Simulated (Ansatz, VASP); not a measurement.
# Y3Zr4 in VASP and in Ansatz

Contents of INCAR:

```
SYSTEM = Y3Zr4
ALGO = Normal
EDIFF = 1E-6
ENCUT = 520
GGA = PE
ISIF = 2
ISMEAR = 0
ISPIN = 2
LASPH = .TRUE.
LCHARG = .FALSE.
LMAXMIX = 4
LORBIT = 11
LREAL = .FALSE.
LWAVE = .FALSE.
MAGMOM = 0 0 0 1 1 1 1
NBANDS = 54
NELM = 150
PREC = Accurate
SIGMA = 0.1
```

The input KPOINTS:

```
k-points
0
G
  4 4 4
  0 0 0
```

The input POSCAR:

```
Y3Zr4
1.0
    6.0527163243      0.0000000000      0.0000000000
    0.0000000000      6.0527163243      0.0000000000
    0.0000000000      0.0000000000      6.0527163243
Y Zr
3 4
Direct
    0.0000000000      0.0000000000      0.5000000000
    0.5000000000      0.0000000000      0.0000000000
    0.0000000000      0.5000000000      0.0000000000
    0.6618335655      0.3381664345      0.3381664345
    0.3381664345      0.6618335655      0.3381664345
    0.3381664345      0.3381664345      0.6618335655
    0.6618335655      0.6618335655      0.6618335655
```

Input for Ansatz:

```yaml
crystal:
  lattice:
    - [6.0527163243, 0.0, 0.0]
    - [0.0, 6.0527163243, 0.0]
    - [0.0, 0.0, 6.0527163243]
  atoms:
    - { symbol: "Y", position: [0.0, 0.0, 0.5] }
    - { symbol: "Y", position: [0.5, 0.0, 0.0] }
    - { symbol: "Y", position: [0.0, 0.5, 0.0] }
    - { symbol: Zr, position: [0.6618335655, 0.3381664345, 0.3381664345], spin: 1.0 }
    - { symbol: Zr, position: [0.3381664345, 0.6618335655, 0.3381664345], spin: 1.0 }
    - { symbol: Zr, position: [0.3381664345, 0.3381664345, 0.6618335655], spin: 1.0 }
    - { symbol: Zr, position: [0.6618335655, 0.6618335655, 0.6618335655], spin: 1.0 }
basis:
  ecutwfc: 420
kpoints:
  mp_grid: { grid: [4, 4, 4] }
hamiltonian:
  xc: pbe
scf:
  occupations: { method: gaussian, width: 0.1 }
  lower_state_search: "off"
output:
  forces: true
  stress: true
  eigenvalues: true
  populations: true
magnetization:
  spin_polarized: true
```

Change from the starting cell: species swapped into the Si3As4 type (P-43m, No. 215).

Alike in both runs: task single point; functional PBE; k mesh 4 × 4 × 4; occupations gaussian, width 0.1 eV; collinear spin.

|  | VASP | Ansatz |
| --- | --- | --- |
| version | VASP 6.6.1 | Ansatz 0.2.0 |
| potentials or method | VASP PAW PBE potentials, release 64 (Y_sv, Zr_sv), cutoff 520 eV | scalar-relativistic, plane waves, PAW |
| valence electrons in the cell | 81 | 81 |

|  | VASP | Ansatz | Ansatz less VASP |
| --- | --- | --- | --- |
| gap on the k mesh at the Fermi level (eV) | none | none | - |
| pressure (GPa) | 0.2 | 0.2 | -0.02 |
| rms of the force components (eV/Å) | 0.005 | 0.006 | +0.0016 |
| net moment per atom (μB) | 0.00 | 0.00 | 0.000 |

Atom by atom the forces differ by 0.011 eV/Å (rms over components). A gap of «none» marks a metal or a gap that the smearing closes. Ansatz's warnings: seeded moment not kept.
